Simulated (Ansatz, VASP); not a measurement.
## Si23H4O48 in VASP and in Ansatz

```
CELL_PARAMETERS angstrom
9.83160 0.00000 0.00000
-4.91580 8.51441 0.00000
0.00000 0.00000 10.81820
ATOMIC_POSITIONS crystal
Si 0.26684 0.00098 0.16347
Si 0.00285 0.27037 0.33570
Si 0.23061 0.23541 0.00010
Si 0.26535 0.99775 0.66365
Si 0.99321 0.26636 0.83503
Si 0.23231 0.22851 0.50175
Si 0.26828 0.50274 0.16721
Si 0.99978 0.76761 0.33315
Si 0.23386 0.73303 0.99665
Si 0.99892 0.76669 0.83271
Si 0.23443 0.73561 0.49762
Si 0.76924 0.00430 0.16724
Si 0.49845 0.26709 0.33264
Si 0.72664 0.23202 0.00030
Si 0.76572 0.00123 0.66690
Si 0.49457 0.26577 0.83203
Si 0.73277 0.23381 0.49924
Si 0.76517 0.50083 0.16730
Si 0.50119 0.77037 0.33205
Si 0.73508 0.73690 0.00121
Si 0.76319 0.49956 0.66634
Si 0.50465 0.76921 0.83163
Si 0.73275 0.73549 0.49969
O 0.06877 0.20662 0.44624
O 0.29612 0.36583 0.10991
O 0.14021 0.43474 0.27866
O 0.20246 0.06990 0.05539
O 0.36238 0.29444 0.39136
O 0.43070 0.13842 0.22135
O 0.06543 0.20987 0.94571
O 0.30388 0.35177 0.61665
O 0.13567 0.42902 0.77808
O 0.19971 0.05743 0.54993
O 0.35846 0.29582 0.88797
O 0.42848 0.13645 0.72173
O 0.06790 0.70632 0.44383
O 0.29912 0.86841 0.10315
O 0.13683 0.93004 0.27352
O 0.20408 0.56985 0.05801
O 0.36398 0.79940 0.38658
O 0.43429 0.64068 0.22152
O 0.06775 0.70498 0.94236
O 0.29936 0.86433 0.60902
O 0.13503 0.93004 0.77389
O 0.20585 0.56995 0.55544
O 0.35939 0.78706 0.88338
O 0.45745 0.64843 0.71430
O 0.56833 0.20467 0.44119
O 0.79072 0.36288 0.10970
O 0.63447 0.43318 0.27686
O 0.70322 0.06912 0.05732
O 0.86583 0.29920 0.39139
O 0.93374 0.14158 0.22412
O 0.56175 0.20462 0.94369
O 0.79140 0.36227 0.61097
O 0.63035 0.43231 0.77517
O 0.70537 0.06909 0.55548
O 0.85400 0.29271 0.88822
O 0.93076 0.13663 0.72449
O 0.56846 0.70787 0.44230
O 0.79902 0.86851 0.11014
O 0.63944 0.93563 0.27729
O 0.70548 0.57144 0.05743
O 0.86379 0.79712 0.38999
O 0.93059 0.63562 0.22438
O 0.56975 0.70901 0.94538
O 0.79447 0.86456 0.61073
O 0.63681 0.93933 0.77827
O 0.70413 0.56993 0.55610
O 0.86338 0.79661 0.88968
O 0.92852 0.63351 0.72462
H 0.45200 0.54184 0.72599
H 0.22975 0.35611 0.67555
H 0.30280 0.58497 0.59564
H 0.11633 0.47967 0.70696
```

Alike in both runs: task single point; functional r2SCAN; k mesh 1 × 1 × 1; occupations gaussian, width 0.02 eV; no spin polarisation.

|  | VASP | Ansatz |
| --- | --- | --- |
| version | VASP 6.6.1 | Ansatz 0.2.0 |
| potentials or method | VASP PAW PBE potentials, release 64 (Si, O, H) | scalar-relativistic, plane waves, PAW |
| plane-wave cutoff (eV) | 520 | 500 |
| valence electrons in the cell | 384 | 384 |

VASP gave:

| Quantity | Value |
| --- | --- |
| gap on the k mesh at the Fermi level (eV) | 6.36 |
| least direct gap on the mesh (eV) | 6.36 |

Which values does Ansatz return?

gap on the k mesh at the Fermi level (eV): 6.37; least direct gap on the mesh (eV): 6.37.

VASP's potentials were made for PBE, not for r2SCAN.
